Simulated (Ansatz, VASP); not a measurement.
## Two plane-wave programs on TiO2

Contents of INCAR:

```
ALGO = Normal ; EDIFF = 1E-7
ENCUT = 520 ; GGA = PE
ISIF = 2 ; ISMEAR = -1
LASPH = True ; LCHARG = True
LELF = True ; LREAL = False
LVHAR = True ; LWAVE = False
NBANDS = 60 ; NELM = 60
PREC = Accurate ; SIGMA = 0.05
```

Contents of KPOINTS:

```
k-points
0
Gamma
  3 9 6
```

The input POSCAR:

```
TiO2
1.0
    9.3955148657      0.0000000000      0.0000000000
    0.0000000000      2.9386436970      0.0000000000
    0.0000000000      0.0000000000      4.8692983375
Ti O
4 8
Direct
    0.6369000000      0.2500000000      0.5646300000
    0.3631000000      0.7500000000      0.4353700000
    0.8631000000      0.7500000000      0.0646300000
    0.1369000000      0.2500000000      0.9353700000
    0.4724000000      0.2500000000      0.2916000000
    0.5276000000      0.7500000000      0.7084000000
    0.0276000000      0.7500000000      0.7916000000
    0.9724000000      0.2500000000      0.2084000000
    0.7663000000      0.2500000000      0.8635000000
    0.2337000000      0.7500000000      0.1365000000
    0.7337000000      0.7500000000      0.3635000000
    0.2663000000      0.2500000000      0.6365000000
```

input.yaml

```yaml
crystal:
  lattice:
    - [9.3955148657, 0.0, 0.0]
    - [0.0, 2.938643697, 0.0]
    - [0.0, 0.0, 4.8692983375]
  atoms:
    - { symbol: Ti, position: [0.6369, 0.25, 0.56463] }
    - { symbol: Ti, position: [0.3631, 0.75, 0.43537] }
    - { symbol: Ti, position: [0.8631, 0.75, 0.06463] }
    - { symbol: Ti, position: [0.1369, 0.25, 0.93537] }
    - { symbol: O, position: [0.4724, 0.25, 0.2916] }
    - { symbol: O, position: [0.5276, 0.75, 0.7084] }
    - { symbol: O, position: [0.0276, 0.75, 0.7916] }
    - { symbol: O, position: [0.9724, 0.25, 0.2084] }
    - { symbol: O, position: [0.7663, 0.25, 0.8635] }
    - { symbol: O, position: [0.2337, 0.75, 0.1365] }
    - { symbol: O, position: [0.7337, 0.75, 0.3635] }
    - { symbol: O, position: [0.2663, 0.25, 0.6365] }
hamiltonian:
  xc: pbe
  pseudopotentials: { kind: paw }
kpoints:
  mp_grid: { grid: [3, 9, 6] }
scf:
  occupations: { method: fermi_dirac, width: 0.05 }
output:
  forces: true
  stress: true
  eigenvalues: true
```

Alike in both runs: task single point; functional PBE; k mesh 3 × 9 × 6; occupations fermi-dirac, width 0.05 eV; no spin polarisation.

```csv
,VASP,Ansatz
version,VASP 6.6.1,Ansatz 0.2.0
potentials or method,"VASP PAW PBE potentials, release 64 (Ti_sv, O)",Ansatz PAW
plane-wave cutoff (eV),520,420
valence electrons in the cell,96,96
```

```tsv
	VASP	Ansatz	Ansatz less VASP
gap on the k mesh at the Fermi level (eV)	2.51	2.54	+0.025
least direct gap on the mesh (eV)	2.56	2.58	+0.025
pressure (GPa)	6.7	6.0	-0.72
traceless stress, the component that is largest in VASP (GPa)	1.45	1.29	-0.166
rms of the force components (eV/Å)	0.070	0.082	+0.0112
```

Atom by atom the forces differ by 0.025 eV/Å (rms over components).

Noted on Ansatz's run: odd divisions of the mesh miss points on the zone boundary, where band edges often lie, so the gap on the mesh can be too wide.
